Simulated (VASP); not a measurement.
Tl, 2 atoms in the cell. The structure is hexagonal, space group P6_3/mmc (No. 194). The conventional cell has a = 3.308 Å, b = 3.308 Å, c = 5.294 Å, α = 90.00°, β = 90.00°, γ = 120.00°. Tl (site symmetry -6m2) has 12 Tl at 3.26 to 3.31 Å within 4.3 Å. 

| Property | Result |
| --- | --- |
| Program | VASP 6.6.1 |
| Task | single point |
| Functional | LDA |
| Potentials or basis | VASP PAW LDA potentials, release 64 (Tl_d) |
| Cutoff | 520 eV |
| k mesh | 17 × 17 × 10 |
| Occupations | fermi-dirac, width 0.1 eV |
| Spin | no spin polarisation |
| Dipole correction | no |
| Further INCAR settings | ALGO = Normal; EDIFF = 1e-06; NBANDS = 20 |

Potentials or basis: VASP PAW LDA potentials, release 64 (Tl_d).

Launch:

```sh
$ cat potpaw_LDA.64/Tl_d/POTCAR > POTCAR
$ mpirun -np 1 vasp_std > vasp.out
```

Hardware: 1 thread of Intel(R) Xeon(R) 6975P-C (Granite Rapids) (shared host).

Question: Estimate the wall time of this run.

Answer: It took 46 s on 1 thread of Intel(R) Xeon(R) 6975P-C (Granite Rapids), on a shared host, peak memory 0.27 GiB. Counts: scf iterations 10, k points 198.
